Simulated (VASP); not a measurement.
Input of a VASP 6.6.1 run:

The input POSCAR:

```
BaTe
1.0
    0.0000000000      3.5651984959      3.5651984959
    3.5651984959      0.0000000000      3.5651984959
    3.5651984959      3.5651984959      0.0000000000
Ba Te
1 1
Direct
    0.0000000000      0.0000000000      0.0000000000
    0.5000000000      0.5000000000      0.5000000000
```

File INCAR.step1:

```
SYSTEM = BaTe
PREC     = Accurate       ! precision mode
ENCUT    = 600            ! plane-wave cutoff, eV
ISMEAR   = 0              ! smearing method
SIGMA    = 0.02           ! smearing width, eV
LREAL    = .FALSE.        ! projectors in reciprocal space
LASPH    = .TRUE.         ! aspherical terms in the spheres
NELM     = 60             ! most SCF steps
GGA      = PE             ! functional
ALGO     = Normal         ! electronic algorithm
EDIFF    = 1E-4           ! SCF threshold, eV
LWAVE    = .TRUE.         ! write WAVECAR
LCHARG   = .FALSE.        ! write CHGCAR
```

File INCAR.step2:

```
SYSTEM = BaTe
PREC     = Accurate       ! precision mode
ENCUT    = 600            ! plane-wave cutoff, eV
EDIFF    = 1E-7           ! SCF threshold, eV
ISMEAR   = 0              ! smearing method
SIGMA    = 0.02           ! smearing width, eV
LREAL    = .FALSE.        ! projectors in reciprocal space
LASPH    = .TRUE.         ! aspherical terms in the spheres
NELM     = 60             ! most SCF steps
ALGO     = Normal         ! electronic algorithm
ISIF     = 3              ! what is computed and relaxed
LWAVE    = .FALSE.        ! write WAVECAR
LCHARG   = .FALSE.        ! write CHGCAR
METAGGA  = R2SCAN         ! meta-GGA
LMIXTAU  = .TRUE.       
IBRION   = 2              ! ionic algorithm
NSW      = 70             ! ionic steps
EDIFFG   = -0.008         ! ionic threshold
PSTRESS  = -30.0        
ISTART   = 1
```

KPOINTS

```
Automatic mesh
0
G
  8 8 8
  0 0 0
```

Potentials or basis: VASP PAW PBE potentials, release 64 (Ba_sv, Te).

Launch:

```console
$ cat potpaw_PBE.64/Ba_sv/POTCAR potpaw_PBE.64/Te/POTCAR > POTCAR
$ cp INCAR.step1 INCAR
$ mpirun -np 1 vasp_std > vasp.out
$ cp INCAR.step2 INCAR
$ mpirun -np 1 vasp_std > vasp.out
```

Question: Predict the relaxed volume.

Answer: 50.80 Å³/atom.

Question: Estimate the space group after relaxing (to 0.1 Å).

Answer: Fm-3m (No. 225).

Question: Estimate the relaxed cell.

Answer: a = 5.238 Å, b = 5.238 Å, c = 5.238 Å, α = 60.00°, β = 60.00°, γ = 60.00°.

Question: What does it give for the band gap on the k mesh?

Answer: 2.16 eV (least direct gap 2.53 eV).

Final structure:
```
CELL_PARAMETERS angstrom
0.00000 3.70365 3.70365
3.70365 0.00000 3.70365
3.70365 3.70365 0.00000
ATOMIC_POSITIONS crystal
Ba 0.00000 0.00000 0.00000
Te 0.50000 0.50000 0.50000
```

Caveat: the cell is relaxed towards a set pressure, so the run minimises the enthalpy, not the energy; the PAW data sets were made with another functional, which shifts forces and pressure a little; spin-orbit coupling is left out, which moves the levels of the heavy elements. A k mesh can miss the band edges.
